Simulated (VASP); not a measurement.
**AlSi62 (a cell with a defect): single point with LDA**

System: AlSi62 (a cell with a defect).

```
CELL_PARAMETERS angstrom
10.86000 0.00000 0.00000
0.00000 10.86000 0.00000
0.00000 0.00000 10.86000
ATOMIC_POSITIONS crystal
Si 0.49894 0.00106 0.99888
Si 0.62568 0.12378 0.12634
Si 0.75047 0.24884 0.99867
Si 0.88376 0.37213 0.11615
Si 0.75142 0.99769 0.24866
Si 0.87370 0.12377 0.37448
Si 0.99989 0.99996 0.00013
Si 0.12657 0.12297 0.12588
Si 0.24217 0.25782 0.00443
Si 0.37699 0.37348 0.12581
Si 0.50009 0.50015 0.00014
Si 0.62817 0.62290 0.12297
Si 0.75585 0.74419 0.99729
Si 0.87709 0.87192 0.12297
Si 0.25132 0.99911 0.25151
Si 0.37446 0.12557 0.37689
Si 0.50084 0.24874 0.25145
Si 0.62658 0.37475 0.37382
Si 0.75647 0.49703 0.24351
Si 0.87710 0.62290 0.37167
Si 0.50004 0.99997 0.49999
Si 0.62318 0.12561 0.62555
Si 0.74899 0.24881 0.49962
Si 0.87468 0.37361 0.62351
Si 0.74876 0.99942 0.74865
Si 0.87446 0.12330 0.87348
Si 0.12786 0.61663 0.11645
Si 0.25113 0.74956 0.99867
Si 0.37626 0.87429 0.12634
Si 0.00120 0.24879 0.24947
Si 0.12621 0.37381 0.37446
Si 0.25118 0.49888 0.24944
Si 0.37627 0.62632 0.37449
Si 0.50239 0.74857 0.24866
Si 0.62570 0.87433 0.37428
Si 0.00117 0.00107 0.50112
Si 0.12244 0.13118 0.63109
Si 0.24895 0.25111 0.50304
Si 0.36878 0.37760 0.63117
Si 0.49894 0.49883 0.50112
Si 0.62562 0.62635 0.62370
Si 0.75141 0.74858 0.49748
Si 0.87368 0.87435 0.62370
Si 0.24901 0.00317 0.75094
Si 0.36906 0.13099 0.87756
Si 0.49689 0.25106 0.75096
Si 0.62542 0.37377 0.87374
Si 0.75053 0.49891 0.74895
Si 0.88262 0.61745 0.87219
Si 0.00291 0.74375 0.24369
Si 0.12532 0.87343 0.37397
Si 0.99984 0.50019 0.49984
Si 0.12642 0.62520 0.62365
Si 0.25122 0.75093 0.49974
Si 0.37441 0.87682 0.62556
Si 0.99634 0.25847 0.75861
Si 0.24125 0.50337 0.75887
Si 0.37653 0.62536 0.87351
Si 0.50042 0.75110 0.74868
Si 0.62608 0.87379 0.87455
Si 0.00118 0.74952 0.74896
Si 0.12628 0.87466 0.87372
Al 0.08385 0.41556 0.91779
```

```
Program                : VASP 6.6.1
Task                   : single point
Functional             : LDA
Potentials or basis    : VASP PAW LDA potentials, release 64 (Si, Al)
Cutoff                 : 520 eV
k mesh                 : 1 × 1 × 1
Occupations            : gaussian, width 0.02 eV
Spin                   : collinear spin, zero start
Dipole correction      : no
Charge                 : 2
Further INCAR settings : LREAL = Auto; ALGO = Normal; EDIFF = 1e-07; NBANDS = 166; NELECT = 249.0
```

* Largest force: 0.037 eV/Å
* Net moment: 0.00 μB per cell
* Valence electrons inside the program's atomic spheres: Si 1.68, 1.69, 1.70, 1.64 (each value once); Al 0.73

Forces in eV/Å, atoms in the order of the input:
```
Si   0.002 -0.002  0.011
Si  -0.001 -0.003  0.001
Si   0.001  0.002  0.010
Si   0.007  0.003 -0.007
Si   0.003 -0.007 -0.001
Si   0.000 -0.002  0.000
Si  -0.006 -0.003  0.007
Si   0.003 -0.002  0.001
Si  -0.004  0.004  0.003
Si   0.002 -0.004  0.002
Si   0.004  0.006  0.005
Si   0.004 -0.001  0.002
Si   0.003 -0.003 -0.001
Si   0.000 -0.004  0.002
Si  -0.001  0.005 -0.003
Si   0.002 -0.002  0.007
Si  -0.005  0.000 -0.002
Si   0.002 -0.004 -0.004
Si   0.003 -0.004 -0.003
Si   0.000  0.000 -0.004
Si   0.007 -0.005 -0.003
Si  -0.007 -0.002  0.000
Si  -0.002  0.001 -0.002
Si  -0.006 -0.004 -0.004
Si   0.003 -0.002  0.005
Si   0.000 -0.006 -0.003
Si  -0.002 -0.010 -0.011
Si  -0.001 -0.001  0.010
Si   0.003  0.002  0.001
Si  -0.007  0.004  0.002
Si   0.003 -0.003 -0.002
Si  -0.003  0.005  0.003
Si   0.001  0.000  0.000
Si   0.006 -0.003 -0.001
Si   0.000 -0.001  0.000
Si  -0.006 -0.005 -0.003
Si  -0.001  0.001  0.002
Si  -0.004  0.001  0.003
Si  -0.001  0.000  0.001
Si   0.005  0.005 -0.003
Si   0.000  0.003 -0.002
Si   0.001 -0.002 -0.005
Si  -0.004  0.000 -0.002
Si  -0.005  0.005  0.009
Si  -0.002  0.002 -0.001
Si  -0.004  0.003  0.009
Si   0.002  0.000 -0.003
Si  -0.003  0.003  0.001
Si   0.017 -0.018  0.002
Si   0.003 -0.003 -0.003
Si   0.002 -0.002 -0.005
Si  -0.004  0.004 -0.002
Si   0.003  0.006 -0.006
Si  -0.001  0.002 -0.004
Si   0.001  0.007  0.000
Si  -0.011 -0.007 -0.007
Si   0.011  0.015 -0.010
Si   0.007  0.002 -0.002
Si   0.004 -0.001  0.004
Si   0.004 -0.002  0.002
Si  -0.005  0.002  0.001
Si   0.000 -0.001 -0.002
Al  -0.023  0.028  0.008
```

Levels at points of the mesh, in eV from the Fermi level:
Spin up:
| k point | band 121 | band 122 | band 123 | band 124 | band 125 | band 126 | band 127 | band 128 | band 129 | band 130 |
| --- | --- | --- | --- | --- | --- | --- | --- | --- | --- | --- |
| (0.00, 0.00, 0.00) | -0.53 | -0.53 | -0.24 | -0.23 | 0.00 | 0.65 | 0.65 | 0.80 | 0.80 | 0.85 |
Spin down:
```csv
k point,band 123,band 124,band 125,band 126,band 127,band 128
"(0.00, 0.00, 0.00)",-0.24,-0.23,0.00,0.65,0.65,0.80
```

Run time: 13 min on 1 thread of Intel Xeon 8259CL, with other jobs on the host, peak memory 0.9 GiB.

Caveat: the k points lie up to 0.58 Å⁻¹ apart; the cell carries a net charge on a neutralising background, which shifts energy and pressure; the cell is charged against a uniform background, so pressure and absolute levels hang on convention; no moment was typed at the start, so none could form.
